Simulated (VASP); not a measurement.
# Nb (Fm-3m) in VASP: further runs

The runs below take Nb through single point, with LDA+U.

All numbers are computed with VASP 6.6.1; they aren't measurements. Logs are shortened: lines on timing, memory, paths and dates and some standing lists are left out, and cuts for length are marked.

## 1. The cell of the first run

It takes space group Fm-3m (No. 225, cubic). The conventional cell has a = 4.114 Å, b = 4.114 Å, c = 4.114 Å, α = 90.00°, β = 90.00°, γ = 90.00°. Nb (site symmetry m-3m) has 12 Nb at 2.91 Å within 3.8 Å.

## 2. Single point, LDA+U

INCAR

```
SYSTEM = Nb
  PREC = Accurate
  ENCUT = 520
  EDIFF = 1E-6
  ISMEAR = -1
  SIGMA = 0.05
  LREAL = .False.
  LASPH = .True.
  NELM = 150
  ALGO = Fast
  ISIF = 2
  LWAVE = .False.
  LCHARG = .False.
  LMAXMIX = 4
  LDAU = .True.
  LDAUTYPE = 2
  LDAUL = 2
  LDAUU = 2
  LDAUJ = 0
  LDAUPRINT = 1
  NBANDS = 12
```

KPOINTS

```
Automatic mesh
0
Gamma
  11 11 11
  0 0 0
```

POSCAR

```
Nb
1.0
    0.0000000000      2.0570253675      2.0570253675
    2.0570253675      0.0000000000      2.0570253675
    2.0570253675      2.0570253675      0.0000000000
Nb
1
Direct
    0.0000000000      0.0000000000      0.0000000000
```

Potentials or basis: VASP PAW LDA potentials, release 64 (Nb_sv).

Run with:

```bash
> cat potpaw_LDA.64/Nb_sv/POTCAR > POTCAR
> mpirun -np 1 vasp_std > vasp.out
```

OUTCAR:

```text
SYSTEM = Nb
   PREC = Accurate
   ENCUT = 520
   EDIFF = 1E-6
   ISMEAR = -1
   LREAL = .False.
   LASPH = .True.
   NELM = 150
   ISIF = 2

 ion  position               nearest neighbor table
   1  0.000  0.000  0.000-

  LATTYP: Found a face centered cubic cell.
 ALAT       =     4.1140507350

  Lattice vectors:

 A1 = (   0.0000000000,   2.0570253675,   2.0570253675)
 A2 = (   2.0570253675,   0.0000000000,   2.0570253675)
 A3 = (   2.0570253675,   2.0570253675,   0.0000000000)

Analysis of symmetry for initial positions (statically):
=====================================================================
 Subroutine PRICEL returns:
 Original cell was already a primitive cell.

 Routine SETGRP: Setting up the symmetry group for a
 face centered cubic supercell.

 Subroutine GETGRP returns: Found 48 space group operations
 (whereof 48 operations were pure point group operations)
 out of a pool of 48 trial point group operations.

The static configuration has the point symmetry O_h .

Analysis of symmetry for dynamics (positions and initial velocities):
=====================================================================
 Subroutine PRICEL returns:
 Original cell was already a primitive cell.

 Routine SETGRP: Setting up the symmetry group for a
 face centered cubic supercell.

 Subroutine GETGRP returns: Found 48 space group operations
 (whereof 48 operations were pure point group operations)
 out of a pool of 48 trial point group operations.

The dynamic configuration has the point symmetry O_h .

 Subroutine INISYM returns: Found 48 space group operations
 (whereof 48 operations are pure point group operations),
 and found     1 'primitive' translations

----------------------------------------------------------------------------------------

                                     Primitive cell

  volume of cell :      17.4080

  direct lattice vectors                    reciprocal lattice vectors
     0.000000000  2.057025368  2.057025368    -0.243069438  0.243069438  0.243069438
     2.057025368  0.000000000  2.057025368     0.243069438 -0.243069438  0.243069438
     2.057025368  2.057025368  0.000000000     0.243069438  0.243069438 -0.243069438

  length of vectors
     2.909073173  2.909073173  2.909073173     0.421008616  0.421008616  0.421008616

  position of ions in fractional coordinates (direct lattice)
     0.000000000  0.000000000  0.000000000

  ion indices of the primitive-cell ions
   primitive index   ion index
                 1           1

----------------------------------------------------------------------------------------

 KPOINTS: Automatic mesh

Automatic generation of k-mesh.
 Grid dimensions read from file:
 generate k-points for:   11   11   11

 Generating k-lattice:

  Cartesian coordinates                     Fractional coordinates (reciprocal lattice)
    -0.022097222  0.022097222  0.022097222     0.090909091  0.000000000  0.000000000
     0.022097222 -0.022097222  0.022097222     0.000000000  0.090909091  0.000000000
     0.022097222  0.022097222 -0.022097222     0.000000000  0.000000000  0.090909091

  Length of vectors
     0.038273511  0.038273511  0.038273511

  Shift w.r.t. Gamma in fractional coordinates (k-lattice)
     0.000000000  0.000000000  0.000000000

 Subroutine IBZKPT returns following result:
 ===========================================

[... 39 lines left out ...]
   ISTART =      0    job   : 0-new  1-cont  2-samecut
   ICHARG =      2    charge: 1-file 2-atom 10-const
   ISPIN  =      1    spin polarized calculation?
   LNONCOLLINEAR =      F non collinear calculations
   LSORBIT =      F    spin-orbit coupling
   LASPH  =      T    aspherical Exc in radial PAW
   ENCUT  =  520.0 eV  38.22 Ry    6.18 a.u.   5.41  5.41  5.41*2*pi/ulx,y,z
   NELM   =    150;   NELMIN=  2; NELMDL= -5     # of ELM steps
   EDIFF  = 0.1E-05   stopping-criterion for ELM
   LREAL  =      F    real-space projection
   EDIFFG = 0.1E-04   stopping-criterion for IOM
   NSW    =      0    number of steps for IOM
   IBRION =     -1    ionic relax: 0-MD 1-quasi-New 2-CG
   NFREE  =      0    steps in history (QN), initial steepest desc. (CG)
   ISIF   =      2    stress and relaxation
   ISYM   =      2    0-nonsym 1-usesym 2-fastsym
   POTIM  = 0.5000    time-step for ionic-motion
   TEBEG  =    0.0;   TEEND  =   0.0 temperature during run
   PSTRESS=    0.0 pullay stress
   NELECT =      13.0000    total number of electrons
   NUPDOWN=      -1.0000    fix difference up-down
   EMIN   =  10.00;   EMAX   =-10.00  energy-range for DOS
   EFERMI =   0.00;   METHOD = LEGACY
   ISMEAR =    -1;   SIGMA  =   0.05  broadening in eV -4-tet -1-fermi 0-gaus
   EFERMI_NEDOS =   21; number of points for ismear=-14 and -15
   IALGO  =     68    algorithm
   IMIX   =      4    mixing-type and parameters
     AMIX     =   0.40;   BMIX     =  1.00
     AMIX_MAG =   1.60;   BMIX_MAG =  1.00
  volume/ion in A,a.u.               =      17.41       117.47
  Fermi-wavevector in a.u.,A,eV,Ry     =   1.485273  2.806759 30.014943  2.206036
  Thomas-Fermi vector in A             =   2.598705
   LORBIT       =      0    0 simple, 1 ext, 2 COOP (PROOUT), +10 PAW based schemes
 LDA+U is selected, type is set to LDAUTYPE =  2
   angular momentum for each species LDAUL =     2
   U (eV)           for each species LDAUU =   2.0
   J (eV)           for each species LDAUJ =   0.0
   GGA     = CA    functional components
   LHFCALC =     F    Hartree Fock is set to
   AEXX    =    0.0000 exact exchange contribution
   IVDW    =     0    specifies the selected vdW correction
   LEPSILON=     F    determine dielectric tensor
   LRPA    =     F    only Hartree local field effects (RPA)
 non-spin polarized calculation
 RMM-DIIS sequential band-by-band and
  energy-cutoff  :      520.00
  volume of cell :       17.41
 maximum number of plane-waves:       495
 NGX is ok and might be reduce to    24
   NGX = 11   NGY = 11   NGZ = 11

atom =   1  type =  1  l = 2

 onsite density matrix

spin component  1

  0.2688 -0.0000 -0.0000 -0.0000 -0.0000
 -0.0000  0.2688 -0.0000  0.0000 -0.0000
 -0.0000 -0.0000  0.1967  0.0000  0.0000
 -0.0000  0.0000  0.0000  0.2688 -0.0000
 -0.0000 -0.0000  0.0000 -0.0000  0.1967

spin component  2

  0.2688 -0.0000 -0.0000 -0.0000 -0.0000
 -0.0000  0.2688 -0.0000  0.0000 -0.0000
 -0.0000 -0.0000  0.1967  0.0000  0.0000
 -0.0000  0.0000  0.0000  0.2688 -0.0000
 -0.0000 -0.0000  0.0000 -0.0000  0.1967

 occupancies and eigenvectors

  o =  0.1967  v =  0.0000 -0.0000  1.0000 -0.0000 -0.0058  0.0000  0.0000  0.0000  0.0000  0.0000      0.0000  0.0000  0.0000  0.0000  0.0000  0.0000  0.0000  0.0000  0.0000  0.0000
  o =  0.1967  v =  0.0000  0.0000  0.0000  0.0000  0.0000  0.0000 -0.0000  1.0000 -0.0000 -0.0058      0.0000  0.0000  0.0000  0.0000  0.0000  0.0000  0.0000  0.0000  0.0000  0.0000
  o =  0.1967  v =  0.0000  0.0000  0.0058  0.0000  1.0000  0.0000  0.0000  0.0000  0.0000  0.0000      0.0000  0.0000  0.0000  0.0000  0.0000  0.0000  0.0000  0.0000  0.0000  0.0000
  o =  0.1967  v =  0.0000  0.0000  0.0000  0.0000  0.0000  0.0000  0.0000  0.0058  0.0000  1.0000      0.0000  0.0000  0.0000  0.0000  0.0000  0.0000  0.0000  0.0000  0.0000  0.0000
  o =  0.2688  v =  1.0000  0.0000  0.0000  0.0000  0.0000  0.0000  0.0000  0.0000  0.0000  0.0000      0.0000  0.0000  0.0000  0.0000  0.0000  0.0000  0.0000  0.0000  0.0000  0.0000
  o =  0.2688  v =  0.0000  0.0000  0.0000  0.0000  0.0000  1.0000  0.0000  0.0000  0.0000  0.0000      0.0000  0.0000  0.0000  0.0000  0.0000  0.0000  0.0000  0.0000  0.0000  0.0000
  o =  0.2688  v =  0.0000  0.0000  0.0000  0.0000  0.0000  0.0000  0.9948  0.0000  0.1015 -0.0000      0.0000  0.0000  0.0000  0.0000  0.0000  0.0000  0.0000  0.0000  0.0000  0.0000
  o =  0.2688  v =  0.0000  0.9948  0.0000  0.1015 -0.0000  0.0000  0.0000  0.0000  0.0000  0.0000      0.0000  0.0000  0.0000  0.0000  0.0000  0.0000  0.0000  0.0000  0.0000  0.0000
  o =  0.2688  v =  0.0000  0.0000  0.0000  0.0000  0.0000  0.0000  0.1015  0.0000 -0.9948 -0.0000      0.0000  0.0000  0.0000  0.0000  0.0000  0.0000  0.0000  0.0000  0.0000  0.0000
  o =  0.2688  v =  0.0000  0.1015  0.0000 -0.9948 -0.0000  0.0000  0.0000  0.0000  0.0000  0.0000      0.0000  0.0000  0.0000  0.0000  0.0000  0.0000  0.0000  0.0000  0.0000  0.0000

 number of electron      13.0000000 magnetization

 Free energy of the ion-electron system (eV)
  ---------------------------------------------------
  ext. energy  EPLUGINS =         0.00000000
  ---------------------------------------------------
  free energy    TOTEN  =        -9.04202954 eV

  energy without entropy =       -9.03170792  energy(sigma->0) =       -9.03686873

 E-fermi :  12.1193     XC(G=0): -12.9081

 val. band max:       12.1115625543   @ k =  -0.1818   0.1818   0.0000
 cond. band min:      12.1844481541   @ k =  -0.4545   0.2727   0.0000
 fundamental gap:      0.0728855998
 Fermi energy:        12.1193418190

 k-point     1 :       0.0000    0.0000    0.0000
  band No.  band energies     occupation
      1     -42.6679      2.00000
      2     -18.0414      2.00000
      3     -18.0414      2.00000
      4     -18.0414      2.00000
      5       5.4590      2.00000
      6      12.1876      0.40658
      7      12.1876      0.40658
      8      12.1876      0.40658
      9      15.2028      0.00000
     10      15.2028      0.00000
     11      23.7914      0.00000
     12      28.8408      0.00000
[... 331 lines left out ...]
 k-point    24 :      -0.1818    0.1818    0.0000
  band No.  band energies     occupation
      1     -42.4919      2.00000
      2     -18.8971      2.00000
      3     -18.3977      2.00000
      4     -18.1380      2.00000
      5       8.2565      2.00000
      6      10.7364      2.00000
      7      12.1116      1.07764
      8      13.6237      0.00000
      9      13.6543      0.00000
     10      16.9902      0.00000
     11      25.8443      0.00000
     12      28.5529      0.00000

 [... further k-points ...]

------------------------ aborting loop because EDIFF is reached ----------------------------------------

  FORCE on cell =-STRESS in cart. coord.  units (eV):
  Direction    XX          YY          ZZ          XY          YZ          ZX
  --------------------------------------------------------------------------------------
  -------------------------------------------------------------------------------------
  Total        0.9954039      0.9954039      0.9954039      0.0000000     -0.0000000      0.0000000
  in kB       91.6138167     91.6138167     91.6138167      0.0000000     -0.0000000      0.0000000
  external PRESSURE =      91.6138167 kB  Pullay stress =       0.0000000 kB

 VOLUME and BASIS-vectors are now :
 -----------------------------------------------------------------------------
  energy-cutoff  :      520.00
  volume of cell :       17.41
      direct lattice vectors                 reciprocal lattice vectors
     0.000000000  2.057025368  2.057025368    -0.243069438  0.243069438  0.243069438
     2.057025368  0.000000000  2.057025368     0.243069438 -0.243069438  0.243069438
     2.057025368  2.057025368  0.000000000     0.243069438  0.243069438 -0.243069438

 POSITION                                       TOTAL-FORCE (eV/Angst)
 -----------------------------------------------------------------------------------
      0.00000      0.00000      0.00000         0.000000      0.000000      0.000000
 -----------------------------------------------------------------------------------
    total drift:                               -0.000000      0.000000     -0.000000

  FREE ENERGIE OF THE ION-ELECTRON SYSTEM (eV)
  ---------------------------------------------------
  free  energy   TOTEN  =        -9.0420295437 eV

  energy  without entropy=       -9.0317079201  energy(sigma->0) =       -9.03686873
```

Run time: 21 s. Hardware: 1 thread of Intel Xeon Platinum 8259CL at 2.50GHz (Skylake/Cascade Lake), shared host; peak memory 0.13 GiB.

What came out:

* Free energy: -9.0420 eV
* Pressure: 9.2 GPa

Levels at points of the mesh, in eV from the Fermi level:
```csv
k point,band 4,band 5,band 6,band 7,band 8,band 9
"(0.00, 0.00, 0.00)",-30.16,-6.66,0.07,0.07,0.07,3.08
```

Eigenvalues of the final occupation matrices:
```
    site  spin  trace               eigenvalues
site 1 d     1   1.20  0.20 0.20 0.27 0.27 0.27
site 1 d     2   1.20  0.20 0.20 0.27 0.27 0.27
```

Caveat: U without spin polarisation on a metal has little footing; the U is typed as a test and isn't derived for this compound.

## 3. Single point, LDA+U

This run uses another cell than the first one, of 17.76 Å³/atom, 1.020 times its volume.

INCAR

```
PREC     = Accurate       # precision mode
ENCUT    = 520            # plane-wave cutoff, eV
EDIFF    = 1E-6           # SCF threshold, eV
ISMEAR   = -1             # smearing method
SIGMA    = 0.05           # smearing width, eV
LREAL    = False          # projectors in reciprocal space
LASPH    = True           # aspherical terms in the spheres
NELM     = 150            # most SCF steps
ALGO     = Normal         # electronic algorithm
ISIF     = 2              # what is computed and relaxed
LWAVE    = False          # write WAVECAR
LCHARG   = False          # write CHGCAR
LMAXMIX  = 4              # l up to which the mixer works
LDAU     = True           # DFT+U
LDAUTYPE = 2            
LDAUL    = 2              # shell
LDAUU    = 2              # U, eV
LDAUJ    = 0            
LDAUPRINT= 1            
NBANDS   = 12             # bands
```

KPOINTS

```
Automatic mesh
0
Gamma
  11 11 11
```

POSCAR

```
Nb
1.0
    0.0000000000      2.0706484491      2.0706484491
    2.0706484491      0.0000000000      2.0706484491
    2.0706484491      2.0706484491      0.0000000000
Nb
1
Direct
    0.0000000000      0.0000000000      0.0000000000
```

Potentials or basis: VASP PAW LDA potentials, release 64 (Nb_sv).

Run with:

```bash
> cat potpaw_LDA.64/Nb_sv/POTCAR > POTCAR
> mpirun -np 1 vasp_std > vasp.out
```

Wall time 9 s (1 thread of Intel Xeon Platinum 8259CL at 2.50GHz (Skylake/Cascade Lake), shared host); peak memory 0.13 GiB.

Results (log left out):

```yaml
Free_energy: -9.0580 eV
Pressure: 5.1 GPa
```

Levels at points of the mesh, in eV from the Fermi level:
```csv
k point,band 2,band 3,band 4,band 5,band 6,band 7,band 8,band 9,band 10,band 11
"(0.00, 0.00, 0.00)",-30.23,-30.23,-30.23,-6.62,0.08,0.08,0.08,3.02,3.02,11.65
```

Eigenvalues of the final occupation matrices:
```csv
site,spin,trace,eigenvalues
site 1 d,1,1.19,0.19 0.19 0.27 0.27 0.27
site 1 d,2,1.19,0.19 0.19 0.27 0.27 0.27
```

Caveat: U without spin polarisation on a metal has little footing; the U is typed as a test and isn't derived for this compound.

[end of part 1 of 2]
